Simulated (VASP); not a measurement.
MgTl, 2 atoms in the cell. Symmetry: R-3m, No. 166, trigonal system. The conventional cell has a = 5.762 Å, b = 5.762 Å, c = 5.011 Å, α = 90.00°, β = 90.00°, γ = 120.00°. Mg (site symmetry -3m) has 2 Tl at 2.51 Å within 3.3 Å. Within 3.3 Å of Tl (site symmetry -3m) lie 2 Mg at 2.51 Å.  This cell differs from its parent crystal: ratio of the length along [111] to the lengths across it x 0.71, volume and fractional coordinates fixed.

| Property | Result |
| --- | --- |
| Program | VASP 6.6.1 |
| Task | single point |
| Functional | PBEsol |
| Potentials or basis | VASP PAW PBE potentials, release 64 (Mg, Tl_d) |
| Cutoff | 520 eV |
| k mesh | 14 × 14 × 14 |
| Occupations | gaussian, width 0.15 eV |
| Spin | no spin polarisation |
| Dipole correction | no |
| Further INCAR settings | ALGO = Fast; EDIFF = 1e-07; NBANDS = 14 |

Potentials or basis: VASP PAW PBE potentials, release 64 (Mg, Tl_d).

Launch:

```sh
$ cat potpaw_PBE.64/Mg/POTCAR potpaw_PBE.64/Tl_d/POTCAR > POTCAR
$ mpirun -np 1 vasp_std > vasp.out
```

Hardware: 1 thread of Intel(R) Xeon(R) 6975P-C (Granite Rapids), on a shared host.

Q: How long does it take, and how much memory?

A: Wall time 64 s on 1 thread of Intel(R) Xeon(R) 6975P-C (Granite Rapids), with other jobs on the host, peak memory 0.32 GiB. Counts: scf iterations 15, k points 288.
